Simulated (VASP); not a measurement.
Crystal: Mo.

```xyz
1
Lattice="-1.5734 1.5734 1.5734 1.5734 -1.5734 1.5734 1.5734 1.5734 -1.5734" Properties=species:S:1:pos:R:3 pbc="T T T"
Mo    0.0000    0.0000    0.0000
```

```yaml
Program: VASP 6.6.1
Task: relaxation of cell and atoms
Functional: RPBE
Potentials_or_basis: VASP PAW PBE potentials, release 64 (Mo_sv)
Cutoff: 600 eV
k_mesh: 13 × 13 × 13
Occupations: fermi-dirac, width 0.15 eV
Spin: no spin polarisation
```

At the start: pressure 7.4 GPa; volume 15.58 Å³/atom.

Problem. Where does the relaxation end?

Solution. Over 4 steps the energy falls by 10.1 meV/atom and the volume is 16.03 Å³/atom (+2.9 %); space group Im-3m (No. 229, to 0.05 Å).

The path:
```csv
step,energy change (eV),largest force (eV/Å),pressure (GPa),volume (Å³)
1,0.0000,0.0000,7.43,15.58
2,0.0551,0.0000,-15.73,17.27
3,-0.0101,0.0000,-0.20,16.04
4,-0.0101,0.0000,-0.01,16.03
```

Final structure:
```
Mo
1.0
    -1.58832    1.58832    1.58832
     1.58832   -1.58832    1.58832
     1.58832    1.58832   -1.58832
Mo
1
Direct
  0.00000 0.00000 0.00000
```

Caveat: the PAW data sets were made with another functional, which shifts forces and pressure a little.
